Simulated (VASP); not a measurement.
Set up this calculation in VASP 6.6.1, as the native input.

```
Task                   : electric field gradients
Functional             : PBE
Potentials or basis    : VASP PAW PBE potentials, release 64 (Ir, O)
Cutoff                 : 520 eV
k mesh                 : 10 × 10 × 15
Occupations            : methfessel-paxton, width 0.01 eV
Spin                   : collinear spin
Starting moments       : [1.0, 1.0, 0.0, 0.0, 0.0, 0.0] μB
Dipole correction      : no
Further INCAR settings : ALGO = Normal; EDIFF = 1e-08; NBANDS = 34
```

The structure of IrO2 lies in POSCAR:

```
IrO2
1.0
    4.4990000000      0.0000000000      0.0000000000
    0.0000000000      4.4990000000      0.0000000000
    0.0000000000      0.0000000000      3.1460000000
Ir O
2 4
Direct
    0.0000000000      0.0000000000      0.0000000000
    0.5000000000      0.5000000000      0.5000000000
    0.3110000000      0.3110000000      0.0000000000
    0.1890000000      0.8110000000      0.5000000000
    0.6890000000      0.6890000000      0.0000000000
    0.8110000000      0.1890000000      0.5000000000
```

These files were run (other wordings do the same):

INCAR

```
ALGO = Normal
EDIFF = 1E-8
ENCUT = 520
GGA = PE
GGA_COMPAT = False
ISIF = 2
ISMEAR = 1
ISPIN = 2
KPAR = 4
LASPH = True
LCHARG = False
LEFG = True
LMAXMIX = 4
LORBIT = 11
LREAL = False
LWAVE = False
MAGMOM = 1 1 0 0 0 0
NBANDS = 34
NELM = 200
PREC = Accurate
SIGMA = 0.01
```

KPOINTS

```
k-points
0
Gamma
  10 10 15
```

Potentials or basis: VASP PAW PBE potentials, release 64 (Ir, O).

The run is started by

```sh
$ cat potpaw_PBE.64/Ir/POTCAR potpaw_PBE.64/O/POTCAR > POTCAR
$ mpirun -np 4 vasp_std > vasp.out
```

It gave:

The pressure is 10.4 GPa. The largest force is 0.660 eV/Å, the band gap on the k mesh is zero (filled and empty bands overlap) and the net moment is 0.00 μB per cell. The largest electric field gradient by atom is Ir -240.9; O -96.4 V/Å² and the valence electrons inside the program's atomic spheres are Ir 8.38; O 5.02.

Caveat: the stress differs along the axes, from 7 to 17 GPa; without QUAD_EFG the Cq values of the log hold for a quadrupole moment of 1 mb, not for the nuclei; spin-orbit coupling is left out, which moves the levels of the heavy elements.

It took 4.8 min on 4 MPI ranks on AMD EPYC 7R43 64-Core Processor (Zen 3) (shared host), peak memory 0.53 GiB a rank.
